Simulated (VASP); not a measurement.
**Ta: single point with PBEsol**

Ta:

```
Ta
1.0
    -1.57191    1.57191    1.57191
     1.57191   -1.57191    1.57191
     1.57191    1.57191   -1.57191
Ta
1
Direct
  0.00000 0.00000 0.00000
```

This cell differs from its parent crystal: volume scaled by 0.88.

```yaml
Program: VASP 6.6.1
Task: single point
Functional: PBEsol
Potentials_or_basis: VASP PAW PBE potentials, release 64 (Ta_pv)
Cutoff: 520 eV
k_mesh: 18 × 18 × 18
Occupations: fermi-dirac, width 0.05 eV
Spin: no spin polarisation
```

```
Pressure : 34.6 GPa
```

Levels at points of the mesh, in eV from the Fermi level:
```tsv
k point	band 2	band 3	band 4	band 5	band 6	band 7	band 8	band 9
(0.00, 0.00, 0.00)	-32.40	-32.40	-8.44	0.71	0.71	0.71	4.53	4.53
(0.50, 0.00, 0.00)	-33.00	-32.42	-5.09	-2.03	2.46	4.54	5.75	9.39
(0.50, 0.50, 0.50)	-33.69	-33.69	-4.77	-4.77	8.15	8.15	8.15	10.18
```

Wall time 11 s on 1 thread of Intel(R) Xeon(R) 6975P-C (Granite Rapids), on a shared host, peak memory 0.15 GiB.

Caveat: the PAW data sets were made with another functional, which shifts forces and pressure a little; spin-orbit coupling is left out, which moves the levels of the heavy elements.
